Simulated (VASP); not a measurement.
# AlN: single point with PBE

The system is AlN.

```
Al N
1.0
     0.00000    2.11933    2.11933
     2.11933    0.00000    2.11933
     2.11933    2.11933    0.00000
Al N
1 1
Direct
  0.00000 0.00000 0.00000
  0.25000 0.25000 0.25000
```

This cell differs from its parent crystal: strain -3.0%.

```yaml
Program: VASP 6.6.1
Task: single point
Functional: PBE
Potentials_or_basis: VASP PAW PBE potentials, release 64 (Al, N)
Cutoff: 520 eV
k_mesh: 10 × 10 × 10
Occupations: fermi-dirac, width 0.02 eV
Spin: no spin polarisation
```

```yaml
Pressure: 27.3 GPa
Band_gap_on_the_k_mesh: 3.36 eV, indirect (least direct gap 5.02 eV)
```

Levels at points of the mesh, in eV from the valence-band top:
```csv
k point,band 1,band 2,band 3,band 4,band 5,band 6,band 7,band 8
"(0.00, 0.00, 0.00)",-15.52,0.00,0.00,0.00,5.02,13.48,13.48,13.48
"(0.50, 0.00, 0.00)",-13.19,-6.24,-0.49,-0.49,8.22,10.49,11.72,11.72
"(0.50, 0.50, 0.00)",-12.47,-5.19,-1.87,-1.87,3.36,9.17,15.25,16.88
```

It took 7.5 s on 1 thread of Intel(R) Xeon(R) Platinum 8488C (Sapphire Rapids), on a shared host, peak memory 0.13 GiB.

Caveat: the cell differs from its parent crystal (strain -3.0%). A k mesh can miss the band edges.
